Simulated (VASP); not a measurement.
AgCl:

```
CELL_PARAMETERS angstrom
3.85272 0.00000 0.00000
-1.92636 3.33655 0.00000
0.00000 0.00000 6.29149
ATOMIC_POSITIONS crystal
Ag 0.33333 0.66667 0.00000
Ag 0.66667 0.33333 0.50000
Cl 0.33333 0.66667 0.37500
Cl 0.66667 0.33333 0.87500
```

```yaml
Program: VASP 6.6.1
Task: relaxation of cell and atoms
Functional: PBE
Potentials_or_basis: VASP PAW PBE potentials, release 64 (Ag, Cl)
Cutoff: 600 eV
k_mesh: 12 × 12 × 4
Occupations: fermi-dirac, width 0.02 eV
Spin: no spin polarisation
```

At the start: pressure 21.4 GPa; volume 20.22 Å³/atom.

Where does the relaxation end?

Over 21 steps the energy falls by 363.7 meV/atom and the volume is 27.73 Å³/atom (+37.2 %); space group P6_3mc (No. 186, to 0.05 Å).

Step by step:
```tsv
step	energy change (eV)	largest force (eV/Å)	pressure (GPa)	volume (Å³)
1	0.0000	0.0215	21.40	80.88
2	-1.4280	0.0074	-1.37	116.79
3	-1.4532	0.0061	0.33	109.77
4	-1.4544	0.0064	-0.04	111.03
5	-1.4544	0.0075	0.01	110.92
6	-1.4544	0.0081	0.00	110.87
7	-1.4544	0.0092	0.01	110.78
8	-1.4544	0.0112	0.09	110.59
9	-1.4544	0.0099	0.06	110.72
10	-1.4544	0.0096	0.04	110.75
11	-1.4544	0.0097	0.05	110.76
12	-1.4544	0.0097	0.04	110.77
13	-1.4545	0.0084	0.01	110.91
14	-1.4545	0.0075	-0.03	111.04
15	-1.4545	0.0074	-0.03	111.05
16	-1.4546	0.0065	-0.04	111.08
17	-1.4547	0.0050	-0.06	111.14
18	-1.4547	0.0025	-0.10	111.26
19	-1.4548	0.0040	-0.08	111.20
20	-1.4548	0.0026	-0.03	111.04
21	-1.4549	0.0018	0.00	110.93
```

Final structure:
```
CELL_PARAMETERS angstrom
4.29987 0.00000 0.00000
-2.14993 3.72379 0.00000
0.00000 0.00000 6.92775
ATOMIC_POSITIONS crystal
Ag 0.33333 0.66667 0.99755
Ag 0.66667 0.33333 0.49755
Cl 0.33333 0.66667 0.37745
Cl 0.66667 0.33333 0.87745
```

Caveat: the volume moved by over 15 % at a fixed basis, so the end points are rough.
